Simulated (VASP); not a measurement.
Runs of VASP 6.6.1 on W. The structure is that of space group Im-3m (No. 229), or close to it. The cells are those of the table. 

```csv
cell,further INCAR settings,gap on the mesh (eV),pressure (GPa)
"a = 2.732, b = 2.801 Å, angles 109.5, 108.4, 109.5°, 1 atom",ALGO = Fast; EDIFF = 1e-07; NBANDS = 13,none,(a)
"a = 2.753, b = 2.780 Å, angles 109.5, 109.1, 109.5°, 1 atom",ALGO = Fast; EDIFF = 1e-06; NBANDS = 13,none,-2.6
"a = 2.794, b = 2.739 Å, angles 109.5, 110.3, 109.5°, 1 atom",ALGO = Fast; EDIFF = 1e-06; NBANDS = 13,none,-2.4
"a = 2.725, b = 2.808 Å, angles 109.5, 108.2, 109.5°, 1 atom",ALGO = Fast; EDIFF = 1e-06; NBANDS = 13,none,(b)
"a = 2.746, b = 2.787 Å, angles 109.5, 108.9, 109.5°, 1 atom",ALGO = Fast; EDIFF = 1e-07; NBANDS = 13,none,-2.5
"a = 2.822, b = 2.712 Å, angles 109.5, 111.1, 109.5°, 1 atom",ALGO = Fast; EDIFF = 1e-06; NBANDS = 13,none,-1.7
"a = 2.718, b = 2.815 Å, angles 109.5, 108.0, 109.5°, 1 atom",ALGO = Fast; EDIFF = 1e-06; NBANDS = 13,none,-2.0
```

Alike in all rows: task single point; level PBE; potentials or basis VASP PAW PBE potentials, release 64 (W_sv); no spin polarisation; k mesh 20 × 20 × 20; cutoff (eV) 520; smearing gaussian 0.15 eV.

**Question.** Fill in the values left out.

**Answer.** (a) -2.3; (b) -2.1.

Caveats: spin-orbit coupling is left out, which moves the levels of the heavy elements.

A k mesh can miss the band edges, and the runs leave out spin-orbit coupling on W.

A gap of «none» marks levels without a gap at the run's occupations.
